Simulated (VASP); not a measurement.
B4F, 5 atoms in the cell. It takes space group C2/m (No. 12, monoclinic). The conventional cell has a = 4.154 Å, b = 3.048 Å, c = 6.300 Å, α = 90.00°, β = 95.04°, γ = 90.00°. Within 2.1 Å of B (site symmetry m) lie 1 F at 1.55 Å and 3 B at 1.72 to 1.93 Å. Within 2.3 Å of B (site symmetry m) lie 4 B at 1.70 to 1.93 Å. F (site symmetry 2/m) has 2 B at 1.55 Å within 2.1 Å. 

```yaml
Program: VASP 6.6.1
Task: single point
Functional: PBE
Potentials_or_basis: VASP PAW PBE potentials, release 64 (B, F)
Cutoff: 520 eV
k_mesh: 8 × 8 × 2
Occupations: gaussian, width 0.1 eV
Spin: no spin polarisation
Dipole_correction: no
Further_INCAR_settings: ALGO = Normal; EDIFF = 1e-06; NBANDS = 18
```

Potentials or basis: VASP PAW PBE potentials, release 64 (B, F).

Launch:

```bash
$ cat potpaw_PBE.64/B/POTCAR potpaw_PBE.64/F/POTCAR > POTCAR
$ mpirun -np 1 vasp_std > vasp.out
```

Hardware: 1 thread of Intel(R) Xeon(R) Platinum 8375C CPU @ 2.90GHz (Ice Lake), on a shared host.

Question: Estimate the wall time of this run.

Answer: It took 28 s on 1 thread of Intel(R) Xeon(R) Platinum 8375C CPU @ 2.90GHz (Ice Lake), on a shared host, peak memory 0.16 GiB. Counts: scf iterations 14, k points 42.
